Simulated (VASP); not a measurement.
Write the native input for VASP 6.6.1 that does the following.

```yaml
Task: single point
Functional: LDA
Potentials_or_basis: VASP PAW LDA potentials, release 64 (Si)
Cutoff: 520 eV
k_mesh: 12 × 12 × 6
Occupations: gaussian, width 0.02 eV
Spin: no spin polarisation
Dipole_correction: no
Further_INCAR_settings: ALGO = Normal; EDIFF = 1e-06; NBANDS = 16
```

The structure of Si lies in POSCAR:

```
Si
1.0
    3.7449458472      0.0000000000      0.0000000000
   -1.8724729236      3.2432182395      0.0000000000
    0.0000000000      0.0000000000      6.3457222885
Si
4
Direct
    0.3333333333      0.6666666667      0.0630332922
    0.6666666667      0.3333333333      0.5630332922
    0.3333333333      0.6666666667      0.4369667078
    0.6666666667      0.3333333333      0.9369667078
```

This isn't the form of Si at room conditions, which is diamond.

This cell differs from its parent crystal: biaxial strain in the a-b plane: -1.5 %.

One way to write it, as run:

INCAR

```
SYSTEM = Si
  ALGO = Normal
  EDIFF = 1E-6
  ENCUT = 520
  GGA = CA
  ISIF = 2
  ISMEAR = 0
  LASPH = .True.
  LCHARG = .False.
  LREAL = .False.
  LWAVE = .False.
  NBANDS = 16
  NELM = 80
  PREC = Accurate
  SIGMA = 0.02
```

KPOINTS

```
k-points
0
Gamma
  12 12 6
  0 0 0
```

Potentials or basis: VASP PAW LDA potentials, release 64 (Si).

The run is started by

```console
$ cat potpaw_LDA.64/Si/POTCAR > POTCAR
$ mpirun -np 1 vasp_std > vasp.out
```

Results of the run:

```json
{
  "Pressure": "2.3 GPa",
  "Largest force": "0.283 eV/Å",
  "Band gap on the k mesh": "0.32 eV (least direct gap 1.32 eV)"
}
```

Caveat: the cell differs from its parent crystal (biaxial strain in the a-b plane: -1.5 %); the stress differs along the axes, from -1 to 4 GPa.

Run time: 38 s on 1 thread of Intel(R) Xeon(R) Platinum 8488C (Sapphire Rapids), on a shared host, peak memory 0.19 GiB.
